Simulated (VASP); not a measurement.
Write the native input for VASP 6.6.1 that does the following.

```
Task                   : relaxation of cell and atoms
Functional             : revPBE
Dispersion             : D3(BJ)
Potentials or basis    : VASP PAW PBE potentials, release 64 (Ru_pv, Al)
Cutoff                 : 600 eV
k mesh                 : 9 × 9 × 9
Occupations            : fermi-dirac, width 0.05 eV
Spin                   : no spin polarisation
Dipole correction      : no
Further INCAR settings : ALGO = Normal; EDIFF = 1e-06; IBRION = 2; EDIFFG = -0.01; NSW = 60; ISIF = 3
```

The structure of AlRu lies in POSCAR:

```
AlRu
1.0
    2.9916000000      0.0000000000      0.0000000000
    0.0000000000      2.9916000000      0.0000000000
    0.0000000000      0.0000000000      2.9916000000
Ru Al
1 1
Direct
    0.5000000000      0.5000000000      0.5000000000
    0.0000000000      0.0000000000      0.0000000000
```

The input as run:

INCAR

```
SYSTEM = AlRu
ALGO = Normal ; EDIFF = 1E-6
EDIFFG = -0.01 ; ENCUT = 600
GGA = RE ; IBRION = 2
ISIF = 3 ; ISMEAR = -1
IVDW = 12 ; LASPH = .True.
LCHARG = .False. ; LREAL = .False.
LWAVE = .False. ; NELM = 100
NSW = 60 ; PREC = Accurate
SIGMA = 0.05
```

KPOINTS

```
k-points
0
Gamma
  9 9 9
  0 0 0
```

Potentials or basis: VASP PAW PBE potentials, release 64 (Ru_pv, Al).

Command:

```console
$ cat potpaw_PBE.64/Ru_pv/POTCAR potpaw_PBE.64/Al/POTCAR > POTCAR
$ mpirun -np 1 vasp_std > vasp.out
```

It gave:

* Relaxed volume: 12.94 Å³/atom
* Relaxed cell: a = 2.958 Å, b = 2.958 Å, c = 2.958 Å, α = 90.00°, β = 90.00°, γ = 90.00°
* Space group after relaxing (to 0.05 Å): Pm-3m (No. 221)
* Energy gained by relaxing: 10.8 meV/atom
* Ionic steps: 3
* Pressure after relaxing: -0.1 GPa
* Dispersion energy per atom: -1.013 eV

Caveat: the PAW data sets were made with another functional, which shifts forces and pressure a little; pairwise dispersion overbinds metals, which lowers pressure and volume.

Wall time 29 s on 1 thread of Intel Xeon 8259CL (shared host), peak memory 0.16 GiB.
